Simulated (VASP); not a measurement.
Here is a VASP 6.6.1 calculation.

INCAR

```
SYSTEM = BaTiO3
PREC = Accurate
ENCUT = 520
EDIFF = 1E-7
ISMEAR = 0
SIGMA = 0.01
LREAL = .False.
LASPH = .True.
NELM = 60
ALGO = Normal
ISIF = 2
LWAVE = .False.
LCHARG = .False.
GGA = PS
IVDW = 13
NBANDS = 28
```

KPOINTS

```
regular mesh
0
Gamma
  4 4 4
  0 0 0
```

POSCAR

```
BaTiO3
1.0
    2.8574700000      1.5884900000      2.3664400000
   -2.7608700000      1.5870200000      2.2496700000
    0.0470200000     -3.3027700000      2.3976500000
Ba Ti O
1 1 3
Direct
    0.9816000000      0.0107500000      0.9878300000
    0.4848900000      0.4884100000      0.5081000000
    0.5041000000      0.4895800000      0.0208700000
    0.0283200000      0.5017200000      0.5090800000
    0.5217800000      0.0261100000      0.4997500000
```

Potentials or basis: VASP PAW PBE potentials, release 64 (Ba_sv, Ti_sv, O).

Command:

```sh
$ cat potpaw_PBE.64/Ba_sv/POTCAR potpaw_PBE.64/Ti_sv/POTCAR potpaw_PBE.64/O/POTCAR > POTCAR
$ mpirun -np 1 vasp_std > vasp.out
```

Q: What does it give for the band gap on the k mesh?

A: 2.03 eV (least direct gap 2.32 eV).

Q: What does it give for the pressure?

A: 0.6 GPa.

Q: Estimate the largest force.

A: 1.292 eV/Å.

Stress tensor (GPa, compression positive):
```
 3.53  0.07 -3.55
 0.07  0.81  4.82
-3.55  4.82 -2.56
```

Caveat: the PAW data sets were made with another functional, which shifts forces and pressure a little; spin-orbit coupling is left out, which moves the levels of the heavy elements. A k mesh can miss the band edges.
